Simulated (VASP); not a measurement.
Write the native input for VASP 6.6.1 that does the following.

- Task: relaxation of cell and atoms
- Functional: PBE
- Potentials or basis: VASP PAW PBE potentials, release 64 (Sc_sv, In_d, S)
- Cutoff: 600 eV
- k mesh: 6 × 6 × 6
- Occupations: gaussian, width 0.1 eV
- Spin: no spin polarisation
- Dipole correction: no
- Further INCAR settings: ALGO = Normal; EDIFF = 1e-06; IBRION = 2; EDIFFG = -0.04; NSW = 90; ISIF = 3

The structure of ScInS3 lies in POSCAR:

```
ScInS3
1.0
    3.5157824500      2.0298379400      2.8943308300
   -3.5157824500      2.0298379400      2.8943308300
    0.0000000000     -4.0596758800      2.8943308300
Sc In S
1 1 3
Direct
    0.5000000000      0.5000000000      0.5000000000
    0.0000000000      0.0000000000      0.0000000000
    0.5000000000      0.0186002900      0.9813997100
    0.0186002900      0.9813997100      0.5000000000
    0.9813997100      0.5000000000      0.0186002900
```

The cell was generated, and may not be a known phase.

The input as run:

INCAR

```
PREC = Accurate
ENCUT = 600
EDIFF = 1E-6
ISMEAR = 0
SIGMA = 0.1
LREAL = F
LASPH = T
NELM = 60
ALGO = Normal
ISIF = 3
LWAVE = F
LCHARG = F
GGA = PE
IBRION = 2
NSW = 90
EDIFFG = -0.04
```

KPOINTS

```
regular mesh
0
Gamma
  6 6 6
```

Potentials or basis: VASP PAW PBE potentials, release 64 (Sc_sv, In_d, S).

The run is started by

```console
$ cat potpaw_PBE.64/Sc_sv/POTCAR potpaw_PBE.64/In_d/POTCAR potpaw_PBE.64/S/POTCAR > POTCAR
$ mpirun -np 1 vasp_std > vasp.out
```

Results of the run:

- Relaxed volume: 25.13 Å³/atom
- Relaxed cell: a = 5.066 Å, b = 5.066 Å, c = 5.066 Å, α = 80.99°, β = 80.99°, γ = 80.99°
- Space group after relaxing (to 0.1 Å): R32 (No. 155)
- Energy gained by relaxing: 539.7 meV/atom
- Ionic steps: 27
- Pressure after relaxing: -0.1 GPa
- Largest force after relaxing: 0.009 eV/Å
- Band gap on the k mesh: zero (bands 21 and 22 overlap by 0.03 eV)

Caveat: semilocal functionals underestimate gaps, and a narrow one can read as zero; spin-orbit coupling is left out, which moves the levels of the heavy elements.

Run time: 58 min on 1 thread of Intel Xeon 8259CL, with other jobs on the host, peak memory 0.35 GiB.
